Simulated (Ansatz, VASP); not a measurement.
**Two plane-wave programs on NbH**

```
CELL_PARAMETERS angstrom
-1.60696 1.60696 1.98430
1.60696 -1.60696 1.98430
1.60696 1.60696 -1.98430
ATOMIC_POSITIONS crystal
Nb 0.00000 0.00000 0.00000
H 0.50000 0.50000 0.00000
```

Alike in both runs: task single point; functional r2SCAN; k mesh 20 × 20 × 20; occupations gaussian, width 0.15 eV; no spin polarisation.

|  | VASP | Ansatz |
| --- | --- | --- |
| version | VASP 6.6.1 | Ansatz 0.2.0 |
| potentials or method | VASP PAW PBE potentials, release 64 (Nb_sv, H), cutoff 520 eV | scalar-relativistic, plane waves, PAW |
| valence electrons in the cell | 14 | 14 |

```csv
,VASP,Ansatz,Ansatz less VASP
gap on the k mesh at the Fermi level (eV),none,none,-
pressure (GPa),-3.7,-3.4,+0.27
"traceless stress, the component that is largest in VASP (GPa)",-1.31,-1.36,-0.050
```

VASP's potentials were made for PBE, not for r2SCAN. A gap of «none» marks a metal or a gap that the smearing closes. With one functional, cell and mesh, what is left measures potentials, basis and numerics.
